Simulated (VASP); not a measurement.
Here is a VASP 6.6.1 calculation.

POSCAR

```
CdTe
1.0
    0.0000000000      3.2799551162      3.4111533208
    3.2799551162      0.0000000000      3.4111533208
    3.2799551162      3.2799551162      0.0000000000
Cd Te
1 1
Direct
    0.0000000000      0.0000000000      0.0000000000
    0.2500000000      0.2500000000      0.2500000000
```

INCAR.step1

```
ALGO     = Normal         # electronic algorithm
EDIFF    = 1E-5           # SCF threshold, eV
ENCUT    = 520            # plane-wave cutoff, eV
GGA      = PE             # functional
ISIF     = 2              # what is computed and relaxed
ISMEAR   = 0              # smearing method
LASPH    = T              # aspherical terms in the spheres
LCHARG   = F              # write CHGCAR
LREAL    = F              # projectors in reciprocal space
LWAVE    = T              # write WAVECAR
NBANDS   = 16             # bands
NELM     = 60             # most SCF steps
PREC     = Accurate       # precision mode
SIGMA    = 0.01           # smearing width, eV
```

The input INCAR.step2:

```
ALGO     = Normal         # electronic algorithm
EDIFF    = 1E-6           # SCF threshold, eV
ENCUT    = 520            # plane-wave cutoff, eV
GGA      = PE             # functional
HFSCREEN = 0.2079         # screening, 1/A
ISIF     = 2              # what is computed and relaxed
ISMEAR   = 0              # smearing method
ISTART   = 1            
LASPH    = T              # aspherical terms in the spheres
LCHARG   = F              # write CHGCAR
LHFCALC  = T              # exact exchange
LREAL    = F              # projectors in reciprocal space
LWAVE    = F              # write WAVECAR
NBANDS   = 16             # bands
NELM     = 60             # most SCF steps
PREC     = Accurate       # precision mode
PRECFOCK = Normal       
SIGMA    = 0.01           # smearing width, eV
```

File KPOINTS:

```
k-points
0
Gamma
  4 4 4
```

Potentials or basis: VASP PAW PBE potentials, release 64 (Cd, Te).

Run with:

```sh
$ cat potpaw_PBE.64/Cd/POTCAR potpaw_PBE.64/Te/POTCAR > POTCAR
$ cp INCAR.step1 INCAR
$ mpirun -np 1 vasp_std > vasp.out
$ cp INCAR.step2 INCAR
$ mpirun -np 1 vasp_std > vasp.out
```

What does it give for the pressure?

-1.3 GPa.

Estimate the band gap on the k mesh.

1.26 eV.

Stress tensor (GPa, compression positive):
```
-1.00  0.00  0.00
 0.00 -1.00  0.00
 0.00  0.00 -1.81
```

Caveat: the cell differs from its parent crystal (uniaxial z strain +4.0%); the PAW data sets were made with another functional, which shifts forces and pressure a little; spin-orbit coupling is left out, which moves the levels of the heavy elements.
